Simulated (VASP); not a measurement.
# AlCu3 (Pm-3m) in VASP: further runs, part 2 of 2

VASP 6.6.1. The steps go on from the part before.

## 4. Single point, LDA

The input, INCAR:

```
ALGO = Normal ; EDIFF = 1E-6
ENCUT = 520 ; ISIF = 2
ISMEAR = -1 ; LASPH = T
LCHARG = T ; LELF = T
LREAL = F ; LVHAR = T
LWAVE = F ; NBANDS = 26
NELM = 60 ; PREC = Accurate
SIGMA = 0.15
```

The input, KPOINTS:

```
k-points
0
Gamma
  12 12 12
```

The input, POSCAR:

```
AlCu3
1.0
    3.5895784725      0.0000000000      0.0000000000
    0.0000000000      3.5895784725      0.0000000000
    0.0000000000      0.0000000000      3.5895784725
Al Cu
1 3
Direct
    0.0000000000      0.0000000000      0.0000000000
    0.5000000000      0.5000000000      0.0000000000
    0.5000000000      0.0000000000      0.5000000000
    0.0000000000      0.5000000000      0.5000000000
```

Potentials or basis: VASP PAW LDA potentials, release 64 (Al, Cu).

Command:

```bash
$ cat potpaw_LDA.64/Al/POTCAR potpaw_LDA.64/Cu/POTCAR > POTCAR
$ mpirun -np 1 vasp_std > vasp.out
```

OUTCAR:

```text
EDIFF = 1E-6
   ENCUT = 520
   ISIF = 2
   ISMEAR = -1
   LASPH = T
   LREAL = F
   NELM = 60
   PREC = Accurate

 ion  position               nearest neighbor table
   1  0.000  0.000  0.000-   2 2.54   3 2.54   4 2.54   3 2.54   4 2.54   2 2.54   4 2.54   4 2.54
                             2 2.54   3 2.54   3 2.54   2 2.54
   2  0.500  0.500  0.000-   1 2.54   3 2.54   4 2.54   3 2.54   4 2.54   1 2.54   3 2.54   3 2.54
                             1 2.54   4 2.54   4 2.54   1 2.54
   3  0.500  0.000  0.500-   1 2.54   2 2.54   4 2.54   1 2.54   2 2.54   2 2.54   4 2.54   2 2.54
                             1 2.54   4 2.54   1 2.54   4 2.54
   4  0.000  0.500  0.500-   1 2.54   2 2.54   3 2.54   1 2.54   2 2.54   1 2.54   3 2.54   1 2.54
                             2 2.54   3 2.54   2 2.54   3 2.54

  LATTYP: Found a simple cubic cell.
 ALAT       =     3.5895784725

  Lattice vectors:

 A1 = (   3.5895784725,   0.0000000000,   0.0000000000)
 A2 = (   0.0000000000,   3.5895784725,   0.0000000000)
 A3 = (   0.0000000000,   0.0000000000,   3.5895784725)

Analysis of symmetry for initial positions (statically):
=====================================================================
 Subroutine PRICEL returns:
 Original cell was already a primitive cell.

 Routine SETGRP: Setting up the symmetry group for a
 simple cubic supercell.

 Subroutine GETGRP returns: Found 48 space group operations
 (whereof 48 operations were pure point group operations)
 out of a pool of 48 trial point group operations.

The static configuration has the point symmetry O_h .

Analysis of symmetry for dynamics (positions and initial velocities):
=====================================================================
 Subroutine PRICEL returns:
 Original cell was already a primitive cell.

 Routine SETGRP: Setting up the symmetry group for a
 simple cubic supercell.

 Subroutine GETGRP returns: Found 48 space group operations
 (whereof 48 operations were pure point group operations)
 out of a pool of 48 trial point group operations.

The dynamic configuration has the point symmetry O_h .

 Subroutine INISYM returns: Found 48 space group operations
 (whereof 48 operations are pure point group operations),
 and found     1 'primitive' translations

----------------------------------------------------------------------------------------

                                     Primitive cell

  volume of cell :      46.2520

  direct lattice vectors                    reciprocal lattice vectors
     3.589578472  0.000000000  0.000000000     0.278584243  0.000000000  0.000000000
     0.000000000  3.589578472  0.000000000     0.000000000  0.278584243  0.000000000
     0.000000000  0.000000000  3.589578472     0.000000000  0.000000000  0.278584243

  length of vectors
     3.589578472  3.589578472  3.589578472     0.278584243  0.278584243  0.278584243

  position of ions in fractional coordinates (direct lattice)
     0.000000000  0.000000000  0.000000000
     0.500000000  0.500000000  0.000000000
     0.500000000  0.000000000  0.500000000
     0.000000000  0.500000000  0.500000000

  ion indices of the primitive-cell ions
   primitive index   ion index
                 1           1
                 2           2
                 3           3
                 4           4

----------------------------------------------------------------------------------------

 KPOINTS: k-points

Automatic generation of k-mesh.
 Grid dimensions read from file:
 generate k-points for:   12   12   12

 Generating k-lattice:

  Cartesian coordinates                     Fractional coordinates (reciprocal lattice)
     0.023215354  0.000000000  0.000000000     0.083333333  0.000000000  0.000000000
     0.000000000  0.023215354  0.000000000     0.000000000  0.083333333  0.000000000
     0.000000000  0.000000000  0.023215354     0.000000000  0.000000000  0.083333333

  Length of vectors
     0.023215354  0.023215354  0.023215354

  Shift w.r.t. Gamma in fractional coordinates (k-lattice)
     0.000000000  0.000000000  0.000000000

 Subroutine IBZKPT returns following result:
 ===========================================

 Found     84 irreducible k-points:

 Following reciprocal coordinates:
            Coordinates               Weight
  0.000000  0.000000  0.000000      1.000000
  0.083333  0.000000  0.000000      6.000000
  0.166667  0.000000  0.000000      6.000000
  0.250000  0.000000  0.000000      6.000000
  0.333333  0.000000  0.000000      6.000000
  0.416667  0.000000  0.000000      6.000000
[... 16 lines left out ...]
  0.333333  0.333333  0.000000     12.000000
  0.416667  0.333333  0.000000     24.000000
 [... further k-points ...]
   k-points           NKPTS =     84   k-points in BZ     NKDIM =     84   number of bands    NBANDS=     26
   number of dos      NEDOS =    301   number of ions     NIONS =      4
   total plane-waves  NPLWV =  21952
   dimension x,y,z NGX =    28 NGY =   28 NGZ =   28
   dimension x,y,z NGXF=    56 NGYF=   56 NGZF=   56
   ions per type =               1   3
   NGX,Y,Z   is equivalent  to a cutoff of  12.97, 12.97, 12.97 a.u.
   NGXF,Y,Z  is equivalent  to a cutoff of  25.94, 25.94, 25.94 a.u.
 SYSTEM =  unknown system
   PREC   = accura    normal or accurate (medium, high low for compatibility)
   ISTART =      0    job   : 0-new  1-cont  2-samecut
   ICHARG =      2    charge: 1-file 2-atom 10-const
   ISPIN  =      1    spin polarized calculation?
   LNONCOLLINEAR =      F non collinear calculations
   LSORBIT =      F    spin-orbit coupling
   LASPH  =      T    aspherical Exc in radial PAW
   ENCUT  =  520.0 eV  38.22 Ry    6.18 a.u.   6.67  6.67  6.67*2*pi/ulx,y,z
   NELM   =     60;   NELMIN=  2; NELMDL= -5     # of ELM steps
   EDIFF  = 0.1E-05   stopping-criterion for ELM
   LREAL  =      F    real-space projection
[... 7 lines left out ...]
   TEBEG  =    0.0;   TEEND  =   0.0 temperature during run
   PSTRESS=    0.0 pullay stress
   NELECT =      36.0000    total number of electrons
   NUPDOWN=      -1.0000    fix difference up-down
   EMIN   =  10.00;   EMAX   =-10.00  energy-range for DOS
   EFERMI =   0.00;   METHOD = LEGACY
   ISMEAR =    -1;   SIGMA  =   0.15  broadening in eV -4-tet -1-fermi 0-gaus
   EFERMI_NEDOS =   21; number of points for ismear=-14 and -15
   IALGO  =     38    algorithm
   IMIX   =      4    mixing-type and parameters
     AMIX     =   0.40;   BMIX     =  1.00
     AMIX_MAG =   1.60;   BMIX_MAG =  1.00
  volume/ion in A,a.u.               =      11.56        78.03
  Fermi-wavevector in a.u.,A,eV,Ry     =   1.505910  2.845756 30.854795  2.267763
  Thomas-Fermi vector in A             =   2.616696
   LORBIT       =      0    0 simple, 1 ext, 2 COOP (PROOUT), +10 PAW based schemes
   GGA     = CA    functional components
   LHFCALC =     F    Hartree Fock is set to
   AEXX    =    0.0000 exact exchange contribution
   IVDW    =     0    specifies the selected vdW correction
   LEPSILON=     F    determine dielectric tensor
   LRPA    =     F    only Hartree local field effects (RPA)
 non-spin polarized calculation
  energy-cutoff  :      520.00
  volume of cell :       46.25
 maximum number of plane-waves:      1266
 NGX is ok and might be reduce to    28
   NGX = 13   NGY = 13   NGZ = 13

 number of electron      35.9999904 magnetization

 Free energy of the ion-electron system (eV)
  ---------------------------------------------------
  ext. energy  EPLUGINS =         0.00000000
  ---------------------------------------------------
  free energy    TOTEN  =       -19.14195132 eV

  energy without entropy =      -19.05889907  energy(sigma->0) =      -19.10042519

 E-fermi :   9.0282     XC(G=0): -12.8557

 val. band max:        8.9811812469   @ k =   0.2500   0.1667   0.1667
 cond. band min:       9.0570517398   @ k =   0.1667   0.0833   0.0833
 fundamental gap:      0.0758704929
 Fermi energy:         9.0281762967

 k-point     1 :       0.0000    0.0000    0.0000
  band No.  band energies     occupation
      1      -1.9560      2.00000
      2       3.3156      2.00000
      3       3.9118      2.00000
      4       3.9118      2.00000
      5       4.1756      2.00000
      6       4.1756      2.00000
[... 18 lines left out ...]
     25      19.7527      0.00000
     26      21.1019      0.00000
[... 644 lines left out ...]
      4       4.3345      2.00000
      5       4.3723      2.00000
      6       4.6872      2.00000
[... 18 lines left out ...]
     25      19.1347      0.00000
     26      20.0347      0.00000

 [... further k-points ...]

------------------------ aborting loop because EDIFF is reached ----------------------------------------

  FORCE on cell =-STRESS in cart. coord.  units (eV):
  Direction    XX          YY          ZZ          XY          YZ          ZX
  --------------------------------------------------------------------------------------
  -------------------------------------------------------------------------------------
  Total        0.1636679      0.1636679      0.1636679     -0.0000000     -0.0000000     -0.0000000
  in kB        5.6694869      5.6694869      5.6694869     -0.0000000     -0.0000000     -0.0000000
  external PRESSURE =       5.6694869 kB  Pullay stress =       0.0000000 kB

 VOLUME and BASIS-vectors are now :
 -----------------------------------------------------------------------------
  energy-cutoff  :      520.00
  volume of cell :       46.25
      direct lattice vectors                 reciprocal lattice vectors
     3.589578472  0.000000000  0.000000000     0.278584243  0.000000000  0.000000000
     0.000000000  3.589578472  0.000000000     0.000000000  0.278584243  0.000000000
     0.000000000  0.000000000  3.589578472     0.000000000  0.000000000  0.278584243

 POSITION                                       TOTAL-FORCE (eV/Angst)
 -----------------------------------------------------------------------------------
      0.00000      0.00000      0.00000         0.000000      0.000000      0.000000
      1.79479      1.79479      0.00000         0.000000      0.000000      0.000000
      1.79479      0.00000      1.79479         0.000000      0.000000      0.000000
      0.00000      1.79479      1.79479         0.000000      0.000000      0.000000
 -----------------------------------------------------------------------------------
    total drift:                                0.000000      0.000000      0.000000

  FREE ENERGIE OF THE ION-ELECTRON SYSTEM (eV)
  ---------------------------------------------------
  free  energy   TOTEN  =       -19.1419513203 eV

  energy  without entropy=      -19.0588990652  energy(sigma->0) =      -19.10042519
```

stdout:

```text
POSCAR found type information on POSCAR AlCu
 POSCAR found :  2 types and       4 ions
 scaLAPACK will be used
 LDA part: xc-table for (Slater(with rela. corr.)+CA(PZ))
 , standard interpolation
 POSCAR, INCAR and KPOINTS ok, starting setup
 FFT: planning ... GRIDC
 FFT: planning ... GRID_SOFT
 FFT: planning ... GRID
 WAVECAR not read
 entering main loop
```

It took 70 s on 1 thread of Intel Xeon Platinum 8259CL at 2.50GHz (Skylake/Cascade Lake), shared host; peak memory 0.2 GiB.

What came out:

| Quantity | Value |
| --- | --- |
| Free energy | -19.1420 eV |
| Pressure | 0.6 GPa |
| Band gap on the k mesh | zero (bands 18 and 19 overlap by 5.73 eV) |

Levels at points of the mesh, in eV from the Fermi level:
```
           k point  band 14  band 15  band 16  band 17  band 18  band 19  band 20  band 21  band 22  band 23
(0.00, 0.00, 0.00)    -2.19    -2.19    -2.19    -0.34    -0.34    -0.34     4.53     4.53     5.33    10.72
(0.50, 0.00, 0.00)    -3.14    -3.06    -2.64    -2.19     3.90     3.90     3.95     3.95     4.88     6.12
(0.50, 0.50, 0.00)    -3.07    -3.04    -2.93    -2.48    -1.27    -1.27     6.55     6.55     6.55     7.17
(0.50, 0.50, 0.50)    -3.06    -3.06    -2.37    -2.37    -2.37    -1.55     1.45     1.83     1.83     1.83
```

## 5. Relaxation of cell and atoms, LDA

The input, INCAR:

```
SYSTEM = AlCu3
ALGO = Fast
EDIFF = 1E-6
EDIFFG = -0.001
ENCUT = 600
GGA = CA
IBRION = 2
ISIF = 3
ISMEAR = -1
LASPH = .True.
LCHARG = .False.
LREAL = .False.
LWAVE = .False.
NELM = 60
NSW = 80
PREC = Accurate
SIGMA = 0.15
```

The input, KPOINTS:

```
k-points
0
Gamma
  12 12 12
  0 0 0
```

The input, POSCAR:

```
AlCu3
1.0
    3.5891957986      0.0000000000      0.0000000000
    0.0000000000      3.5891957986      0.0000000000
    0.0000000000      0.0000000000      3.5891957986
Al Cu
1 3
Direct
    0.0000000000      0.0000000000      0.0000000000
    0.5000000000      0.5000000000      0.0000000000
    0.5000000000      0.0000000000      0.5000000000
    0.0000000000      0.5000000000      0.5000000000
```

Command:

```bash
$ cat potpaw_LDA.64/Al/POTCAR potpaw_LDA.64/Cu/POTCAR > POTCAR
$ mpirun -np 1 vasp_std > vasp.out
```

Wall time 8 min (1 thread of Intel Xeon Platinum 8259CL at 2.50GHz (Skylake/Cascade Lake), shared host); peak memory 0.22 GiB.

The run converged. Its results:

```yaml
Free_energy: -19.1426 eV
Relaxed_volume: 11.61 Å³/atom
Relaxed_cell: a = 3.595 Å, b = 3.595 Å, c = 3.595 Å, α = 90.00°, β = 90.00°, γ = 90.00°
Space_group_after_relaxing_to_0.1_Å: Pm-3m (No. 221)
Energy_gained_by_relaxing: 0.1 meV/atom
Ionic_steps: 13
Pressure_after_relaxing: 0.0 GPa
Band_gap_on_the_k_mesh: zero (bands 18 and 19 overlap by 5.71 eV)
```

Step by step:
| step | energy change (eV) | largest force (eV/Å) | pressure (GPa) | volume (Å³) |
| --- | --- | --- | --- | --- |
| 1 | 0.0000 | 0.0000 | 0.59 | 46.24 |
| 2 | -0.0005 | 0.0000 | -0.28 | 46.52 |
| 3 | -0.0005 | 0.0000 | -0.06 | 46.46 |
| 4 | -0.0005 | 0.0000 | -0.08 | 46.44 |
| 5 | -0.0004 | 0.0000 | 0.38 | 46.34 |
| 6 | -0.0005 | 0.0000 | 0.12 | 46.43 |
| 7 | -0.0005 | 0.0000 | -0.16 | 46.44 |
| 8 | -0.0005 | 0.0000 | 0.22 | 46.43 |
| 9 | -0.0005 | 0.0000 | -0.20 | 46.47 |
| 10 | -0.0005 | 0.0000 | -0.10 | 46.45 |
| 11 | -0.0005 | 0.0000 | 0.18 | 46.44 |
| 12 | -0.0005 | 0.0000 | -0.10 | 46.45 |
| 13 | -0.0005 | 0.0000 | -0.01 | 46.45 |

Final structure:
```cif
data_structure
_symmetry_space_group_name_H-M 'P 1'
_symmetry_Int_Tables_number 1
_cell_length_a 3.5946
_cell_length_b 3.5946
_cell_length_c 3.5946
_cell_angle_alpha 90.000
_cell_angle_beta 90.000
_cell_angle_gamma 90.000
_cell_volume 46.45
loop_
_atom_site_label
_atom_site_type_symbol
_atom_site_fract_x
_atom_site_fract_y
_atom_site_fract_z
_atom_site_occupancy
Al1 Al 0.00000 0.00000 0.00000 1
Cu1 Cu 0.50000 0.50000 0.00000 1
Cu2 Cu 0.50000 0.00000 0.50000 1
Cu3 Cu 0.00000 0.50000 0.50000 1
```

Levels at points of the mesh, in eV from the Fermi level:
| k point | band 14 | band 15 | band 16 | band 17 | band 18 | band 19 | band 20 | band 21 | band 22 |
| --- | --- | --- | --- | --- | --- | --- | --- | --- | --- |
| (0.00, 0.00, 0.00) | -2.18 | -2.18 | -2.18 | -0.33 | -0.33 | -0.33 | 4.52 | 4.52 | 5.30 |
| (0.50, 0.00, 0.00) | -3.13 | -3.05 | -2.63 | -2.18 | 3.89 | 3.89 | 3.95 | 3.95 | 4.87 |
| (0.50, 0.50, 0.00) | -3.06 | -3.03 | -2.92 | -2.47 | -1.27 | -1.27 | 6.53 | 6.54 | 6.54 |
| (0.50, 0.50, 0.50) | -3.05 | -3.05 | -2.36 | -2.36 | -2.36 | -1.54 | 1.43 | 1.82 | 1.82 |

## 6. Relaxation of cell and atoms, LDA

The input, INCAR:

```
SYSTEM = AlCu3
PREC = Accurate ; ENCUT = 600
EDIFF = 1E-7 ; ISMEAR = -1
SIGMA = 0.15 ; LREAL = .False.
LASPH = .True. ; NELM = 100
ALGO = Fast ; ISIF = 3
LWAVE = .False. ; LCHARG = .False.
GGA = CA ; IBRION = 2
NSW = 80 ; EDIFFG = -0.001
```

The input, KPOINTS:

```
regular mesh
0
Gamma
  12 12 12
  0 0 0
```

The input, POSCAR:

```
AlCu3
1.0
    3.5895784725      0.0000000000      0.0000000000
    0.0000000000      3.5895784725      0.0000000000
    0.0000000000      0.0000000000      3.5895784725
Al Cu
1 3
Direct
    0.0000000000      0.0000000000      0.0000000000
    0.5000000000      0.5000000000      0.0000000000
    0.5000000000      0.0000000000      0.5000000000
    0.0000000000      0.5000000000      0.5000000000
```

Potentials or basis: VASP PAW LDA potentials, release 64 (Al, Cu).

Command:

```bash
$ cat potpaw_LDA.64/Al/POTCAR potpaw_LDA.64/Cu/POTCAR > POTCAR
$ mpirun -np 1 vasp_std > vasp.out
```

Run time: 6.3 min. Hardware: 1 thread of Intel Xeon Platinum 8259CL at 2.50GHz (Skylake/Cascade Lake), shared host; peak memory 0.22 GiB.

Results (log left out):

```yaml
Free_energy: -19.1426 eV
Relaxed_volume: 11.61 Å³/atom
Relaxed_cell: a = 3.595 Å, b = 3.595 Å, c = 3.595 Å, α = 90.00°, β = 90.00°, γ = 90.00°
Space_group_after_relaxing_to_0.1_Å: Pm-3m (No. 221)
Energy_gained_by_relaxing: 0.1 meV/atom
Ionic_steps: 7
Pressure_after_relaxing: 0.0 GPa
Band_gap_on_the_k_mesh: zero (bands 18 and 19 overlap by 5.71 eV)
```

Step by step:
| step | energy change (eV) | largest force (eV/Å) | pressure (GPa) | volume (Å³) |
| --- | --- | --- | --- | --- |
| 1 | 0.0000 | 0.0000 | 0.75 | 46.25 |
| 2 | -0.0002 | 0.0000 | -0.59 | 46.61 |
| 3 | -0.0004 | 0.0000 | 0.05 | 46.45 |
| 4 | -0.0004 | 0.0000 | -0.08 | 46.46 |
| 5 | -0.0004 | 0.0000 | -0.05 | 46.45 |
| 6 | -0.0004 | 0.0000 | 0.06 | 46.43 |
| 7 | -0.0004 | 0.0000 | 0.01 | 46.45 |

Final structure:
```
Al Cu
1.0
     3.59468    0.00000    0.00000
     0.00000    3.59468    0.00000
     0.00000    0.00000    3.59468
Al Cu
1 3
Direct
  0.00000 0.00000 0.00000
  0.50000 0.50000 0.00000
  0.50000 0.00000 0.50000
  0.00000 0.50000 0.50000
```

Levels at points of the mesh, in eV from the Fermi level:
| k point | band 16 | band 17 | band 18 | band 19 | band 20 | band 21 |
| --- | --- | --- | --- | --- | --- | --- |
| (0.00, 0.00, 0.00) | -2.18 | -0.33 | -0.33 | -0.33 | 4.52 | 4.52 |
| (0.50, 0.00, 0.00) | -2.63 | -2.18 | 3.89 | 3.89 | 3.95 | 3.95 |
| (0.50, 0.50, 0.00) | -2.92 | -2.47 | -1.27 | -1.27 | 6.53 | 6.54 |
| (0.50, 0.50, 0.50) | -2.36 | -2.36 | -2.36 | -1.54 | 1.43 | 1.82 |

## 7. Summary

| task | cell | cutoff (eV) | smearing | gap on the mesh (eV) | pressure (GPa) | relaxed volume (Å³/atom) |
| --- | --- | --- | --- | --- | --- | --- |
| single point | a = 3.590 Å, 4 atoms | 520 | fermi-dirac 0.15 eV | none | 0.6 | - |
| single point | a = 3.589 Å, 4 atoms | 520 | gaussian 0.1 eV | none | 0.5 | - |
| relaxation of cell and atoms | relaxed from a = 3.589 Å, 4 atoms | 600 | fermi-dirac 0.15 eV | none | 0.0 | 11.61 |
| relaxation of cell and atoms | relaxed from a = 3.590 Å, 4 atoms | 600 | fermi-dirac 0.15 eV | none | 0.0 | 11.61 |

Alike in all rows: level LDA; potentials or basis VASP PAW LDA potentials, release 64 (Al, Cu); no spin polarisation; k mesh 12 × 12 × 12.

Absolute energies hang on the potentials; compare differences alone.
